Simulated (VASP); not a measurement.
# Os (P6_3/mmc) in VASP: a series of runs, part 2 of 2

VASP 6.6.1.

## 3. Single point, PBE

Input file INCAR:

```
SYSTEM = Os
PREC = Accurate
ENCUT = 520
EDIFF = 1E-7
ISMEAR = -1
SIGMA = 0.2
LREAL = .False.
LASPH = .True.
NELM = 80
ALGO = Normal
ISIF = 2
LWAVE = .False.
LCHARG = .False.
GGA = PE
NBANDS = 15
```

Input file KPOINTS:

```
Automatic mesh
0
Gamma
  13 13 7
  0 0 0
```

Input file POSCAR:

```
Os
1.0
    2.7559294133      0.0000000000      0.0000000000
   -1.3779647066      2.3867048830      0.0000000000
    0.0000000000      0.0000000000      4.3426533301
Os
2
Direct
    0.3333333333      0.6666666667      0.2500000000
    0.6666666667      0.3333333333      0.7500000000
```

Potentials or basis: VASP PAW PBE potentials, release 64 (Os).

The run is started by

```console
$ cat potpaw_PBE.64/Os/POTCAR > POTCAR
$ mpirun -np 1 vasp_std > vasp.out
```

OUTCAR:

```text
SYSTEM = Os
   PREC = Accurate
   ENCUT = 520
   EDIFF = 1E-7
   ISMEAR = -1
   LREAL = .False.
   LASPH = .True.
   NELM = 80
   ISIF = 2
   GGA = PE

 ion  position               nearest neighbor table
   1  0.333  0.667  0.250-   2 2.69   2 2.69   2 2.69   2 2.69   2 2.69   2 2.69
   2  0.667  0.333  0.750-   1 2.69   1 2.69   1 2.69   1 2.69   1 2.69   1 2.69

  LATTYP: Found a hexagonal cell.
 ALAT       =     2.7559294133
 C/A-ratio  =     1.5757491136

  Lattice vectors:

 A1 = (   2.7559294133,   0.0000000000,   0.0000000000)
 A2 = (  -1.3779647066,   2.3867048830,   0.0000000000)
 A3 = (   0.0000000000,   0.0000000000,   4.3426533301)

Analysis of symmetry for initial positions (statically):
=====================================================================
 Subroutine PRICEL returns:
 Original cell was already a primitive cell.

 Routine SETGRP: Setting up the symmetry group for a
 hexagonal supercell.

 Subroutine GETGRP returns: Found 24 space group operations
 (whereof 12 operations were pure point group operations)
 out of a pool of 24 trial point group operations.

The static configuration has the point symmetry D_3d.
 The point group associated with its full space group is D_6h.

Analysis of symmetry for dynamics (positions and initial velocities):
=====================================================================
 Subroutine PRICEL returns:
 Original cell was already a primitive cell.

 Routine SETGRP: Setting up the symmetry group for a
 hexagonal supercell.

 Subroutine GETGRP returns: Found 24 space group operations
 (whereof 12 operations were pure point group operations)
 out of a pool of 24 trial point group operations.

The dynamic configuration has the point symmetry D_3d.
 The point group associated with its full space group is D_6h.

 Subroutine INISYM returns: Found 24 space group operations
 (whereof 12 operations are pure point group operations),
 and found     1 'primitive' translations

----------------------------------------------------------------------------------------

                                     Primitive cell

  volume of cell :      28.5642

  direct lattice vectors                    reciprocal lattice vectors
     2.755929413  0.000000000  0.000000000     0.362853996  0.209493852  0.000000000
    -1.377964707  2.386704883  0.000000000     0.000000000  0.418987704  0.000000000
     0.000000000  0.000000000  4.342653330     0.000000000  0.000000000  0.230273965

  length of vectors
     2.755929413  2.755929413  4.342653330     0.418987704  0.418987704  0.230273965

  position of ions in fractional coordinates (direct lattice)
     0.333333333  0.666666667  0.250000000
     0.666666667  0.333333333  0.750000000

  ion indices of the primitive-cell ions
   primitive index   ion index
                 1           1
                 2           2

----------------------------------------------------------------------------------------

 KPOINTS: Automatic mesh

Automatic generation of k-mesh.
 Grid dimensions read from file:
 generate k-points for:   13   13    7

[... 24 lines left out ...]
  0.307692 -0.000000  0.000000      6.000000
  0.384615  0.000000  0.000000      6.000000
[... 16 lines left out ...]
  0.076923  0.000000  0.142857     12.000000
  0.153846 -0.000000  0.142857     12.000000
 [... further k-points ...]
   k-points           NKPTS =     84   k-points in BZ     NKDIM =     84   number of bands    NBANDS=     15
   number of dos      NEDOS =    301   number of ions     NIONS =      2
   total plane-waves  NPLWV =  12800
   dimension x,y,z NGX =    20 NGY =   20 NGZ =   32
   dimension x,y,z NGXF=    40 NGYF=   40 NGZF=   64
   ions per type =               2
   NGX,Y,Z   is equivalent  to a cutoff of  12.06, 12.06, 12.25 a.u.
   NGXF,Y,Z  is equivalent  to a cutoff of  24.13, 24.13, 24.50 a.u.
 SYSTEM =  Os
   PREC   = accura    normal or accurate (medium, high low for compatibility)
   ISTART =      0    job   : 0-new  1-cont  2-samecut
   ICHARG =      2    charge: 1-file 2-atom 10-const
   ISPIN  =      1    spin polarized calculation?
   LNONCOLLINEAR =      F non collinear calculations
   LSORBIT =      F    spin-orbit coupling
   LASPH  =      T    aspherical Exc in radial PAW
   ENCUT  =  520.0 eV  38.22 Ry    6.18 a.u.   5.12  5.12  8.07*2*pi/ulx,y,z
   NELM   =     80;   NELMIN=  2; NELMDL= -5     # of ELM steps
   EDIFF  = 0.1E-06   stopping-criterion for ELM
   LREAL  =      F    real-space projection
   EDIFFG = 0.1E-05   stopping-criterion for IOM
   NSW    =      0    number of steps for IOM
   IBRION =     -1    ionic relax: 0-MD 1-quasi-New 2-CG
   NFREE  =      0    steps in history (QN), initial steepest desc. (CG)
   ISIF   =      2    stress and relaxation
   ISYM   =      2    0-nonsym 1-usesym 2-fastsym
   POTIM  = 0.5000    time-step for ionic-motion
   TEBEG  =    0.0;   TEEND  =   0.0 temperature during run
   PSTRESS=    0.0 pullay stress
   NELECT =      16.0000    total number of electrons
   NUPDOWN=      -1.0000    fix difference up-down
   EMIN   =  10.00;   EMAX   =-10.00  energy-range for DOS
   EFERMI =   0.00;   METHOD = LEGACY
   ISMEAR =    -1;   SIGMA  =   0.20  broadening in eV -4-tet -1-fermi 0-gaus
   EFERMI_NEDOS =   21; number of points for ismear=-14 and -15
   IALGO  =     38    algorithm
   IMIX   =      4    mixing-type and parameters
     AMIX     =   0.40;   BMIX     =  1.00
     AMIX_MAG =   1.60;   BMIX_MAG =  1.00
  volume/ion in A,a.u.               =      14.28        96.38
  Fermi-wavevector in a.u.,A,eV,Ry     =   1.349504  2.550193 24.778399  1.821161
  Thomas-Fermi vector in A             =   2.477085
   LORBIT       =      0    0 simple, 1 ext, 2 COOP (PROOUT), +10 PAW based schemes
   GGA     = PE    functional components
   LHFCALC =     F    Hartree Fock is set to
   AEXX    =    0.0000 exact exchange contribution
   IVDW    =     0    specifies the selected vdW correction
   LEPSILON=     F    determine dielectric tensor
   LRPA    =     F    only Hartree local field effects (RPA)
 non-spin polarized calculation
  energy-cutoff  :      520.00
  volume of cell :       28.56
 maximum number of plane-waves:       782
   NGX = 11   NGY = 11   NGZ = 17

 number of electron      15.9999999 magnetization

 Free energy of the ion-electron system (eV)
  ---------------------------------------------------
  ext. energy  EPLUGINS =         0.00000000
  ---------------------------------------------------
  free energy    TOTEN  =       -22.58135166 eV

  energy without entropy =      -22.41148875  energy(sigma->0) =      -22.49642020

 E-fermi :   9.1975     XC(G=0): -13.9373

 val. band max:        9.1957231264   @ k =   0.3077   0.2308   0.2857
 cond. band min:       9.2098339189   @ k =   0.0000   0.0000   0.0000
 fundamental gap:      0.0141107925
 Fermi energy:         9.1974632350

 k-point     1 :       0.0000    0.0000    0.0000
  band No.  band energies     occupation
      1      -1.6001      2.00000
      2       1.5635      2.00000
      3       6.1937      2.00000
      4       6.1937      2.00000
      5       6.4702      2.00000
      6       7.0143      1.99996
      7       7.0143      1.99996
      8       7.6174      1.99926
      9       7.6174      1.99926
     10       9.2098      0.96908
     11      10.7925      0.00069
     12      10.7925      0.00069
     13      18.0177      0.00000
     14      23.1821      0.00000
[... 401 lines left out ...]
      2       2.3563      2.00000
      3       5.2303      2.00000
      4       5.7144      2.00000
      5       6.3697      2.00000
      6       6.6017      2.00000
      7       7.2909      1.99986
      8       7.4614      1.99966
      9       7.8233      1.99793
     10       8.1274      1.99055
     11      11.1079      0.00014
     12      13.1781      0.00000
     13      19.1422      0.00000
     14      24.3506      0.00000
     15      26.3911      0.00000

 [... further k-points ...]

------------------------ aborting loop because EDIFF is reached ----------------------------------------

  FORCE on cell =-STRESS in cart. coord.  units (eV):
  Direction    XX          YY          ZZ          XY          YZ          ZX
  --------------------------------------------------------------------------------------
  -------------------------------------------------------------------------------------
  Total        0.0347363      0.0347363      0.1603366      0.0000000      0.0000000      0.0000000
  in kB        1.9483744      1.9483744      8.9933437      0.0000000      0.0000000      0.0000000
  external PRESSURE =       4.2966975 kB  Pullay stress =       0.0000000 kB

 VOLUME and BASIS-vectors are now :
 -----------------------------------------------------------------------------
  energy-cutoff  :      520.00
  volume of cell :       28.56
      direct lattice vectors                 reciprocal lattice vectors
     2.755929413  0.000000000  0.000000000     0.362853996  0.209493852  0.000000000
    -1.377964707  2.386704883  0.000000000     0.000000000  0.418987704  0.000000000
     0.000000000  0.000000000  4.342653330     0.000000000  0.000000000  0.230273965

 POSITION                                       TOTAL-FORCE (eV/Angst)
 -----------------------------------------------------------------------------------
     -0.00000      1.59114      1.08566         0.000000      0.000000      0.000000
      1.37796      0.79557      3.25699        -0.000000      0.000000      0.000000
 -----------------------------------------------------------------------------------
    total drift:                               -0.000000      0.000000     -0.000000

  FREE ENERGIE OF THE ION-ELECTRON SYSTEM (eV)
  ---------------------------------------------------
  free  energy   TOTEN  =       -22.5813516584 eV

  energy  without entropy=      -22.4114887500  energy(sigma->0) =      -22.49642020
```

stdout:

```text
POSCAR found type information on POSCAR Os
 POSCAR found :  1 types and       2 ions
 scaLAPACK will be used
 LDA part: xc-table for (Slater+PW92), standard interpolation
 POSCAR, INCAR and KPOINTS ok, starting setup
 FFT: planning ... GRIDC
 FFT: planning ... GRID_SOFT
 FFT: planning ... GRID
 WAVECAR not read
 entering main loop
```

Run time: 13 s. Hardware: 1 thread of Intel Xeon 6975P-C (Granite Rapids), shared host; peak memory 0.15 GiB.

Results:

| Item | Value |
| --- | --- |
| Free energy | -22.5814 eV |
| Pressure | 0.4 GPa |
| Band gap on the k mesh | zero (band 8 reaches 11.15 eV, above the bottom of band 9 at 7.46 eV) |

Caveat: spin-orbit coupling is left out, which moves the levels of the heavy elements.

## 4. Single point, PBE

Input file INCAR:

```
ALGO = Normal
EDIFF = 1E-6
ENCUT = 520
GGA = PE
ISIF = 2
ISMEAR = -1
LASPH = True
LCHARG = False
LREAL = False
LWAVE = False
NBANDS = 15
NELM = 80
PREC = Accurate
SIGMA = 0.3
```

Input file KPOINTS:

```
k-points
0
Gamma
  13 13 7
```

POSCAR is that of step 3.

The run is started by

```console
$ cat potpaw_PBE.64/Os/POTCAR > POTCAR
$ mpirun -np 1 vasp_std > vasp.out
```

It took 12 s on 1 thread of Intel Xeon 6975P-C (Granite Rapids), shared host; peak memory 0.15 GiB.

The run converged. Its results:

| Property | Result |
| --- | --- |
| Free energy | -22.6907 eV |
| Pressure | 1.5 GPa |
| Band gap on the k mesh | zero (band 8 reaches 11.16 eV, above the bottom of band 9 at 7.46 eV) |

Stress tensor (GPa, compression positive):
```
0.97 0.00 0.00
0.00 0.97 0.00
0.00 0.00 2.64
```

Levels at points of the mesh, in eV from the Fermi level:
| k point | band 6 | band 7 | band 8 | band 9 | band 10 | band 11 |
| --- | --- | --- | --- | --- | --- | --- |
| (0.00, 0.00, 0.00) | -2.17 | -2.17 | -1.57 | -1.57 | 0.02 | 1.61 |

Caveat: spin-orbit coupling is left out, which moves the levels of the heavy elements.

## 5. Single point, PBE

Input file INCAR:

```
SYSTEM = Os
PREC = Accurate
ENCUT = 520
EDIFF = 1E-6
ISMEAR = -1
SIGMA = 0.6
LREAL = .False.
LASPH = .True.
NELM = 100
ALGO = Normal
ISIF = 2
LWAVE = .False.
LCHARG = .False.
GGA = PE
NBANDS = 15
```

Input file KPOINTS:

```
Automatic mesh
0
Gamma
  13 13 7
  0 0 0
```

POSCAR is that of step 4.

The run is started by

```console
$ cat potpaw_PBE.64/Os/POTCAR > POTCAR
$ mpirun -np 1 vasp_std > vasp.out
```

Run time: 12 s. Hardware: 1 thread of Intel Xeon 6975P-C (Granite Rapids), shared host; peak memory 0.15 GiB.

It converged, with:

```
Free energy            : -23.3664 eV
Pressure               : 8.8 GPa
Band gap on the k mesh : zero (band 8 reaches 11.21 eV, above the bottom of band 9 at 7.50 eV)
```

Stress tensor (GPa, compression positive):
```
 7.24  0.00  0.00
 0.00  7.24  0.00
 0.00  0.00 11.96
```

Levels at points of the mesh, in eV from the Fermi level:
| k point | band 5 | band 6 | band 7 | band 8 | band 9 | band 10 | band 11 | band 12 |
| --- | --- | --- | --- | --- | --- | --- | --- | --- |
| (0.00, 0.00, 0.00) | -2.71 | -2.16 | -2.16 | -1.56 | -1.56 | -0.01 | 1.63 | 1.63 |

Caveat: spin-orbit coupling is left out, which moves the levels of the heavy elements.

## 6. Summary

```tsv
smearing	gap on the mesh (eV)	pressure (GPa)
fermi-dirac 0.03 eV	none	-0.4
fermi-dirac 0.2 eV	none	0.4
fermi-dirac 0.3 eV	none	1.5
fermi-dirac 0.6 eV	none	8.8
```

Alike in all rows: task single point; level PBE; potentials or basis VASP PAW PBE potentials, release 64 (Os); no spin polarisation; cell as given; k mesh 13 × 13 × 7; cutoff (eV) 520.

Every run on the cell as given and a fine mesh finds a metal.

Caveats: spin-orbit coupling is left out, which moves the levels of the heavy elements.

Absolute energies hang on the potentials; compare differences alone.
